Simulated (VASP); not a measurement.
TaN: relaxation of the atoms with r2SCAN

Crystal: TaN.

```
CELL_PARAMETERS angstrom
3.13446 0.00000 0.00000
-1.56723 2.71452 0.00000
0.00000 0.00000 6.36077
ATOMIC_POSITIONS crystal
Ta 0.33333 0.66667 0.03361
Ta 0.66667 0.33333 0.53361
N 0.33333 0.66667 0.35139
N 0.66667 0.33333 0.85139
```

This cell differs from its parent crystal: strain along c alone, the other axes held: +4.5 %.

| Quantity | Value |
| --- | --- |
| Program | VASP 6.6.1 |
| Task | relaxation of the atoms |
| Functional | r2SCAN |
| Potentials or basis | VASP PAW PBE potentials, release 64 (Ta_pv, N) |
| Cutoff | 520 eV |
| k mesh | 18 × 18 × 10 |
| Occupations | gaussian, width 0.1 eV |
| Spin | no spin polarisation |
| Dipole correction | no |
| Further INCAR settings | ALGO = Normal; EDIFF = 1e-06; IBRION = 2; EDIFFG = -0.008; NSW = 60 |

| Item | Value |
| --- | --- |
| Energy gained by relaxing | 0.5 meV/atom |
| Ionic steps | 3 |
| Pressure after relaxing | -12.2 GPa |
| Band gap on the k mesh | 0.05 eV (least direct gap 0.16 eV) |

Stress tensor (GPa, compression positive):
```
 -7.13   0.00   0.00
  0.00  -7.13   0.00
  0.00   0.00 -22.37
```

Step by step:
```
step  energy change (eV)  largest force (eV/Å)  pressure (GPa)
   1              0.0000                0.1928          -12.22
   2             -0.0006                0.1646          -12.17
   3             -0.0020                0.0004          -12.21
```

Final structure:
```xyz
4
Lattice="3.1345 0.0000 0.0000 -1.5672 2.7145 0.0000 0.0000 0.0000 6.3608" Properties=species:S:1:pos:R:3 pbc="T T T"
Ta    0.0000    1.8097    0.2189
Ta    1.5672    0.9048    3.3993
N     0.0000    1.8097    2.2300
N     1.5672    0.9048    5.4104
```

Levels at points of the mesh, in eV from the valence-band top:
```
           k point  band 13  band 14  band 15  band 16  band 17  band 18  band 19  band 20
(0.00, 0.00, 0.00)    -3.98    -3.98    -0.87    -0.84     0.54     0.54     2.48     2.48
(0.50, 0.00, 0.00)    -4.72    -3.34    -2.19    -0.54     1.23     2.51     2.87     3.94
(0.00, 0.00, 0.50)    -4.44    -4.44    -0.12    -0.12     1.22     1.22     1.22     1.22
(0.50, 0.00, 0.50)    -4.38    -4.38    -1.05    -1.05     1.68     1.68     3.79     3.79
```

Run time: 5.4 min on 4 MPI ranks on Intel(R) Xeon(R) Platinum 8488C (Sapphire Rapids), on a shared host, peak memory 0.34 GiB a rank.

Caveat: the cell differs from its parent crystal (strain along c alone, the other axes held: +4.5 %); the PAW data sets were made with another functional, which shifts forces and pressure a little; spin-orbit coupling is left out, which moves the levels of the heavy elements. A k mesh can miss the band edges.
